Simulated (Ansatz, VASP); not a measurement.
# Ag: VASP beside Ansatz

Contents of INCAR:

```
  ALGO = Normal
  EDIFF = 1E-7
  ENCUT = 520
  GGA = PS
  ISIF = 2
  ISMEAR = -1
  LASPH = T
  LCHARG = T
  LELF = T
  LREAL = F
  LVHAR = T
  LWAVE = F
  NBANDS = 18
  NELM = 80
  PREC = Accurate
  SIGMA = 0.1
```

KPOINTS

```
k-points
0
Gamma
  10 10 10
```

The input POSCAR:

```
Ag
1.0
    0.0000000000      2.8922078186      2.8922078186
    2.8922078186      0.0000000000      2.8922078186
    2.8922078186      2.8922078186      0.0000000000
Ag
2
Direct
    0.1250000000      0.1250000000      0.1250000000
    0.8750000000      0.8750000000      0.8750000000
```

Input for Ansatz:

```yaml
crystal:
  lattice:
    - [0.0, 2.8922078186, 2.8922078186]
    - [2.8922078186, 0.0, 2.8922078186]
    - [2.8922078186, 2.8922078186, 0.0]
  atoms:
    - { symbol: Ag, position: [0.125, 0.125, 0.125] }
    - { symbol: Ag, position: [0.875, 0.875, 0.875] }
hamiltonian:
  xc: pbesol
  pseudopotentials:
    kind: paw
    azcp:
      Ag: "pseudopotentials/Ag.paw.azcp"
basis:
  ecutwfc: 420
  fft_grid_basis: typed
kpoints:
  mp_grid: { grid: [10, 10, 10], shift: [0, 0, 0] }
magnetization:
  spin_polarized: false
scf:
  occupations: { method: fermi_dirac, width: 0.1 }
  lower_state_search: "off"
output:
  stress: true
```

Alike in both runs: task single point; functional PBEsol; k mesh 10 × 10 × 10; occupations fermi-dirac, width 0.1 eV; no spin polarisation.

|  | VASP | Ansatz |
| --- | --- | --- |
| version | VASP 6.6.1 | Ansatz 0.2.0 |
| potentials or method | VASP PAW PBE potentials, release 64 (Ag), cutoff 520 eV | plane waves (420 eV) with PAW, scalar-relativistic |
| valence electrons in the cell | 22 | 38 |

|  | VASP | Ansatz | Ansatz less VASP |
| --- | --- | --- | --- |
| pressure (GPa) | 7.5 | 7.8 | +0.22 |

VASP's potentials were made for PBE, not for PBEsol, and Ansatz warns of the same on its side. VASP's potentials hold 22 valence electrons a cell and Ansatz's 38, so a difference there can come from the potentials and not from the codes.
